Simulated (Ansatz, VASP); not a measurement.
**One calculation of Si, two programs**

```
CELL_PARAMETERS angstrom
0.00000 2.73479 2.73479
2.73479 0.00000 2.73479
2.73479 2.73479 0.00000
ATOMIC_POSITIONS crystal
Si 0.00000 0.00000 0.00000
Si 0.25000 0.25000 0.25000
```

Alike in both runs: functional PBE; k mesh 10 × 10 × 10; occupations gaussian, width 0.02 eV; no spin polarisation.

Ansatz relaxed the structure, and its values are those at the end. VASP's run is a single point on that final structure, the one shown.

|  | VASP | Ansatz |
| --- | --- | --- |
| version | VASP 6.6.1 | Ansatz 0.2.0 |
| potentials or method | VASP PAW PBE potentials, release 64 (Si), cutoff 500 eV | scalar-relativistic, plane waves, PAW |
| valence electrons in the cell | 8 | 8 |

VASP gave:

```
gap on the k mesh at the Fermi level (eV) : 0.62
least direct gap on the mesh (eV)         : 2.56
pressure (GPa)                            : 0.0
```

What did Ansatz give for the same quantities?

gap on the k mesh at the Fermi level (eV): 0.62; least direct gap on the mesh (eV): 2.55; pressure (GPa): 0.0.
